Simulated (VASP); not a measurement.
# SnSe (Fm-3m) in VASP: further runs

SnSe is run at these levels: LDA, PBEsol, r2SCAN, PBEsol+D3(BJ); tasks: single point.

All numbers are computed with VASP 6.6.1; they aren't measurements. Logs are shortened: lines on timing, memory, paths and dates and some standing lists are left out, and cuts for length are marked.

**1. The cell of the first run**

The structure is cubic, space group Fm-3m (No. 225). The conventional cell has a = 6.020 Å, b = 6.020 Å, c = 6.020 Å, α = 90.00°, β = 90.00°, γ = 90.00°. Sn (site symmetry m-3m) has 6 Se at 3.01 Å within 4.0 Å. Se (site symmetry m-3m) has 6 Sn at 3.01 Å within 4.0 Å.

**2. Single point, LDA**

File INCAR:

```
  PREC = Accurate
  ENCUT = 520
  EDIFF = 1E-7
  ISMEAR = -1
  SIGMA = 0.05
  LREAL = False
  LASPH = True
  NELM = 80
  ALGO = Normal
  ISIF = 2
  LWAVE = False
  LCHARG = False
  NBANDS = 17
```

File KPOINTS:

```
regular mesh
0
Gamma
  5 5 5
```

File POSCAR:

```
SnSe
1.0
    0.0000000000      3.0100000000      3.0100000000
    3.0100000000      0.0000000000      3.0100000000
    3.0100000000      3.0100000000      0.0000000000
Sn Se
1 1
Direct
    0.0000000000      0.0000000000      0.0000000000
    0.5000000000      0.5000000000      0.5000000000
```

Potentials or basis: VASP PAW LDA potentials, release 64 (Sn_d, Se).

Started as:

```sh
> cat potpaw_LDA.64/Sn_d/POTCAR potpaw_LDA.64/Se/POTCAR > POTCAR
> mpirun -np 1 vasp_std > vasp.out
```

OUTCAR:

```text
PREC = Accurate
   ENCUT = 520
   EDIFF = 1E-7
   ISMEAR = -1
   LREAL = False
   LASPH = True
   NELM = 80
   ISIF = 2

 ion  position               nearest neighbor table
   1  0.000  0.000  0.000-   2 3.01   2 3.01   2 3.01   2 3.01   2 3.01   2 3.01
   2  0.500  0.500  0.500-   1 3.01   1 3.01   1 3.01   1 3.01   1 3.01   1 3.01

  LATTYP: Found a face centered cubic cell.
 ALAT       =     6.0200000000

  Lattice vectors:

 A1 = (   0.0000000000,   3.0100000000,   3.0100000000)
 A2 = (   3.0100000000,   0.0000000000,   3.0100000000)
 A3 = (   3.0100000000,   3.0100000000,   0.0000000000)

Analysis of symmetry for initial positions (statically):
=====================================================================
 Subroutine PRICEL returns:
 Original cell was already a primitive cell.

 Routine SETGRP: Setting up the symmetry group for a
 face centered cubic supercell.

 Subroutine GETGRP returns: Found 48 space group operations
[... 9 lines left out ...]

 Routine SETGRP: Setting up the symmetry group for a
 face centered cubic supercell.

 Subroutine GETGRP returns: Found 48 space group operations
[... 11 lines left out ...]
                                     Primitive cell

  volume of cell :      54.5418

  direct lattice vectors                    reciprocal lattice vectors
     0.000000000  3.010000000  3.010000000    -0.166112957  0.166112957  0.166112957
     3.010000000  0.000000000  3.010000000     0.166112957 -0.166112957  0.166112957
     3.010000000  3.010000000  0.000000000     0.166112957  0.166112957 -0.166112957

  length of vectors
     4.256782823  4.256782823  4.256782823     0.287716081  0.287716081  0.287716081

  position of ions in fractional coordinates (direct lattice)
     0.000000000  0.000000000  0.000000000
     0.500000000  0.500000000  0.500000000

  ion indices of the primitive-cell ions
   primitive index   ion index
                 1           1
                 2           2

----------------------------------------------------------------------------------------

 KPOINTS: regular mesh

Automatic generation of k-mesh.
 Grid dimensions read from file:
 generate k-points for:    5    5    5

 Generating k-lattice:

  Cartesian coordinates                     Fractional coordinates (reciprocal lattice)
    -0.033222591  0.033222591  0.033222591     0.200000000  0.000000000  0.000000000
     0.033222591 -0.033222591  0.033222591     0.000000000  0.200000000  0.000000000
     0.033222591  0.033222591 -0.033222591     0.000000000  0.000000000  0.200000000

  Length of vectors
     0.057543216  0.057543216  0.057543216

  Shift w.r.t. Gamma in fractional coordinates (k-lattice)
     0.000000000  0.000000000  0.000000000

 Subroutine IBZKPT returns following result:
 ===========================================

 Found     10 irreducible k-points:

 Following reciprocal coordinates:
            Coordinates               Weight
  0.000000  0.000000  0.000000      1.000000
  0.200000  0.000000  0.000000      8.000000
  0.400000  0.000000  0.000000      8.000000
  0.200000  0.200000  0.000000      6.000000
  0.400000  0.200000  0.000000     24.000000
 -0.400000  0.200000  0.000000     24.000000
 -0.200000  0.200000  0.000000     12.000000
  0.400000  0.400000  0.000000      6.000000
 -0.400000  0.400000  0.000000     12.000000
 -0.400000  0.400000  0.200000     24.000000
   k-points           NKPTS =     10   k-points in BZ     NKDIM =     10   number of bands    NBANDS=     17
   number of dos      NEDOS =    301   number of ions     NIONS =      2
   total plane-waves  NPLWV =  32768
   dimension x,y,z NGX =    32 NGY =   32 NGZ =   32
   dimension x,y,z NGXF=    64 NGYF=   64 NGZF=   64
   ions per type =               1   1
   NGX,Y,Z   is equivalent  to a cutoff of  12.50, 12.50, 12.50 a.u.
   NGXF,Y,Z  is equivalent  to a cutoff of  24.99, 24.99, 24.99 a.u.
 SYSTEM =  unknown system
   PREC   = accura    normal or accurate (medium, high low for compatibility)
   ISTART =      0    job   : 0-new  1-cont  2-samecut
   ICHARG =      2    charge: 1-file 2-atom 10-const
   ISPIN  =      1    spin polarized calculation?
   LNONCOLLINEAR =      F non collinear calculations
   LSORBIT =      F    spin-orbit coupling
   LASPH  =      T    aspherical Exc in radial PAW
   ENCUT  =  520.0 eV  38.22 Ry    6.18 a.u.   7.91  7.91  7.91*2*pi/ulx,y,z
   NELM   =     80;   NELMIN=  2; NELMDL= -5     # of ELM steps
   EDIFF  = 0.1E-06   stopping-criterion for ELM
   LREAL  =      F    real-space projection
   EDIFFG = 0.1E-05   stopping-criterion for IOM
   NSW    =      0    number of steps for IOM
   IBRION =     -1    ionic relax: 0-MD 1-quasi-New 2-CG
   NFREE  =      0    steps in history (QN), initial steepest desc. (CG)
   ISIF   =      2    stress and relaxation
   ISYM   =      2    0-nonsym 1-usesym 2-fastsym
   POTIM  = 0.5000    time-step for ionic-motion
   TEBEG  =    0.0;   TEEND  =   0.0 temperature during run
   PSTRESS=    0.0 pullay stress
   NELECT =      20.0000    total number of electrons
   NUPDOWN=      -1.0000    fix difference up-down
   EMIN   =  10.00;   EMAX   =-10.00  energy-range for DOS
   EFERMI =   0.00;   METHOD = LEGACY
   ISMEAR =    -1;   SIGMA  =   0.05  broadening in eV -4-tet -1-fermi 0-gaus
   EFERMI_NEDOS =   21; number of points for ismear=-14 and -15
   IALGO  =     38    algorithm
   IMIX   =      4    mixing-type and parameters
     AMIX     =   0.40;   BMIX     =  1.00
     AMIX_MAG =   1.60;   BMIX_MAG =  1.00
  volume/ion in A,a.u.               =      27.27       184.03
  Fermi-wavevector in a.u.,A,eV,Ry     =   1.171768  2.214321 18.681350  1.373040
  Thomas-Fermi vector in A             =   2.308207
   LORBIT       =      0    0 simple, 1 ext, 2 COOP (PROOUT), +10 PAW based schemes
   GGA     = CA    functional components
   LHFCALC =     F    Hartree Fock is set to
   AEXX    =    0.0000 exact exchange contribution
   IVDW    =     0    specifies the selected vdW correction
   LEPSILON=     F    determine dielectric tensor
   LRPA    =     F    only Hartree local field effects (RPA)
 non-spin polarized calculation
  energy-cutoff  :      520.00
  volume of cell :       54.54
 maximum number of plane-waves:      1479
   NGX = 15   NGY = 15   NGZ = 15

 number of electron      20.0000006 magnetization

 Free energy of the ion-electron system (eV)
  ---------------------------------------------------
  ext. energy  EPLUGINS =         0.00000000
  ---------------------------------------------------
  free energy    TOTEN  =        -9.50076411 eV

  energy without entropy =       -9.50073243  energy(sigma->0) =       -9.50074827

 E-fermi :   5.7197     XC(G=0):  -9.8856

 val. band max:        5.2849171428   @ k =  -0.2000   0.2000   0.0000
 cond. band min:       6.1553474187   @ k =  -0.2000   0.2000   0.0000
 fundamental gap:      0.8704302759
 Fermi energy:         5.7196660201

 k-point     1 :       0.0000    0.0000    0.0000
  band No.  band energies     occupation
      1     -16.0909      2.00000
      2     -16.0909      2.00000
      3     -16.0885      2.00000
      4     -16.0885      2.00000
      5     -16.0885      2.00000
      6      -8.4500      2.00000
[... 9 lines left out ...]
     16      11.2856      0.00000
     17      13.5632      0.00000

 k-point     2 :       0.2000    0.0000    0.0000
  band No.  band energies     occupation
      1     -16.0933      2.00000
      2     -16.0933      2.00000
      3     -16.0876      2.00000
      4     -16.0843      2.00000
      5     -16.0843      2.00000
      6      -8.1801      2.00000
[... 9 lines left out ...]
     16      12.1620      0.00000
     17      15.8270      0.00000

 k-point     3 :       0.4000    0.0000    0.0000
  band No.  band energies     occupation
      1     -16.0978      2.00000
      2     -16.0978      2.00000
      3     -16.0862      2.00000
      4     -16.0769      2.00000
      5     -16.0769      2.00000
      6      -7.6288      2.00000
[... 9 lines left out ...]
     16      14.4323      0.00000
     17      16.4211      0.00000

 k-point     4 :       0.2000    0.2000    0.0000
  band No.  band energies     occupation
      1     -16.0986      2.00000
      2     -16.0908      2.00000
      3     -16.0882      2.00000
      4     -16.0824      2.00000
      5     -16.0824      2.00000
      6      -8.0904      2.00000
[... 9 lines left out ...]
     16      13.5468      0.00000
     17      14.1348      0.00000

 k-point     5 :       0.4000    0.2000    0.0000
  band No.  band energies     occupation
      1     -16.1045      2.00000
      2     -16.0904      2.00000
      3     -16.0892      2.00000
      4     -16.0782      2.00000
      5     -16.0756      2.00000
      6      -7.6232      2.00000
[... 9 lines left out ...]
     16      15.4893      0.00000
     17      16.5236      0.00000

 k-point     6 :      -0.4000    0.2000    0.0000
  band No.  band energies     occupation
      1     -16.1031      2.00000
      2     -16.0945      2.00000
      3     -16.0836      2.00000
      4     -16.0786      2.00000
      5     -16.0757      2.00000
      6      -7.3966      2.00000
[... 9 lines left out ...]
     16      14.4402      0.00000
     17      17.1514      0.00000

 k-point     7 :      -0.2000    0.2000    0.0000
  band No.  band energies     occupation
      1     -16.0964      2.00000
      2     -16.0954      2.00000
      3     -16.0859      2.00000
      4     -16.0820      2.00000
      5     -16.0789      2.00000
      6      -7.8042      2.00000
[... 9 lines left out ...]
     16      14.8009      0.00000
     17      15.2217      0.00000

 k-point     8 :       0.4000    0.4000    0.0000
  band No.  band energies     occupation
      1     -16.1162      2.00000
      2     -16.0946      2.00000
      3     -16.0839      2.00000
      4     -16.0723      2.00000
      5     -16.0723      2.00000
      6      -7.3780      2.00000
[... 9 lines left out ...]
     16      16.6917      0.00000
     17      17.7016      0.00000

 k-point     9 :      -0.4000    0.4000    0.0000
  band No.  band energies     occupation
      1     -16.1146      2.00000
      2     -16.0908      2.00000
      3     -16.0866      2.00000
      4     -16.0736      2.00000
      5     -16.0721      2.00000
      6      -7.2290      2.00000
[... 9 lines left out ...]
     16      15.9198      0.00000
     17      17.5758      0.00000

 k-point    10 :      -0.4000    0.4000    0.2000
  band No.  band energies     occupation
      1     -16.1090      2.00000
      2     -16.0903      2.00000
      3     -16.0865      2.00000
      4     -16.0787      2.00000
      5     -16.0724      2.00000
      6      -7.2980      2.00000
[... 9 lines left out ...]
     16      16.5690      0.00000
     17      16.7088      0.00000

------------------------ aborting loop because EDIFF is reached ----------------------------------------

  FORCE on cell =-STRESS in cart. coord.  units (eV):
  Direction    XX          YY          ZZ          XY          YZ          ZX
  --------------------------------------------------------------------------------------
  -------------------------------------------------------------------------------------
  Total       -1.1762074     -1.1762074     -1.1762074     -0.0000000      0.0000000     -0.0000000
  in kB      -34.5513486    -34.5513486    -34.5513486     -0.0000000      0.0000000     -0.0000000
  external PRESSURE =     -34.5513486 kB  Pullay stress =       0.0000000 kB

 VOLUME and BASIS-vectors are now :
 -----------------------------------------------------------------------------
  energy-cutoff  :      520.00
  volume of cell :       54.54
      direct lattice vectors                 reciprocal lattice vectors
     0.000000000  3.010000000  3.010000000    -0.166112957  0.166112957  0.166112957
     3.010000000  0.000000000  3.010000000     0.166112957 -0.166112957  0.166112957
     3.010000000  3.010000000  0.000000000     0.166112957  0.166112957 -0.166112957

 POSITION                                       TOTAL-FORCE (eV/Angst)
 -----------------------------------------------------------------------------------
      0.00000      0.00000      0.00000        -0.000000     -0.000000      0.000000
      3.01000      3.01000      3.01000         0.000000      0.000000     -0.000000
 -----------------------------------------------------------------------------------
    total drift:                                0.000000     -0.000000     -0.000000

  FREE ENERGIE OF THE ION-ELECTRON SYSTEM (eV)
  ---------------------------------------------------
  free  energy   TOTEN  =        -9.5007641126 eV

  energy  without entropy=       -9.5007324325  energy(sigma->0) =       -9.50074827
```

It took 5.4 s on 1 thread of AMD EPYC 9R45 (Zen 5), shared host; peak memory 0.12 GiB.

What came out:

```
Free energy : -9.5008 eV
Pressure    : -3.5 GPa
```

Levels at points of the mesh, in eV from the Fermi level:
```tsv
k point	band 7	band 8	band 9	band 10	band 11	band 12	band 13	band 14
(0.00, 0.00, 0.00)	-5.49	-2.47	-2.47	-2.47	3.92	3.92	3.92	5.57
```

Caveat: this odd mesh misses L, where the gap lies, so gap, dielectric constants and Born charges aren't listed; spin-orbit coupling is left out, which moves the levels of the heavy elements.

**3. Single point, PBEsol**

File INCAR:

```
SYSTEM = SnSe
ALGO = Normal
EDIFF = 1E-6
ENCUT = 520
GGA = PS
ISIF = 2
ISMEAR = -1
LASPH = .TRUE.
LCHARG = .FALSE.
LREAL = .FALSE.
LWAVE = .FALSE.
NBANDS = 17
NELM = 60
PREC = Accurate
SIGMA = 0.05
```

File KPOINTS:

```
k-points
0
G
  5 5 5
  0 0 0
```

POSCAR is that of step 2.

Potentials or basis: VASP PAW PBE potentials, release 64 (Sn_d, Se).

Started as:

```sh
> cat potpaw_PBE.64/Sn_d/POTCAR potpaw_PBE.64/Se/POTCAR > POTCAR
> mpirun -np 1 vasp_std > vasp.out
```

Run time: 6.6 s. Hardware: 1 thread of AMD EPYC 9R45 (Zen 5), shared host; peak memory 0.15 GiB.

Results (log left out):

| Quantity | Value |
| --- | --- |
| Free energy | -9.0004 eV |
| Pressure | -2.1 GPa |

Levels at points of the mesh, in eV from the Fermi level:
| k point | band 6 | band 7 | band 8 | band 9 | band 10 | band 11 | band 12 | band 13 | band 14 | band 15 |
| --- | --- | --- | --- | --- | --- | --- | --- | --- | --- | --- |
| (0.00, 0.00, 0.00) | -14.20 | -5.43 | -2.50 | -2.50 | -2.50 | 3.96 | 3.96 | 3.96 | 5.48 | 5.48 |

Caveat: this odd mesh misses L, where the gap lies, so gap, dielectric constants and Born charges aren't listed; the PAW data sets were made with another functional, which shifts forces and pressure a little; spin-orbit coupling is left out, which moves the levels of the heavy elements.

(Part 1 of 2 ends here.)
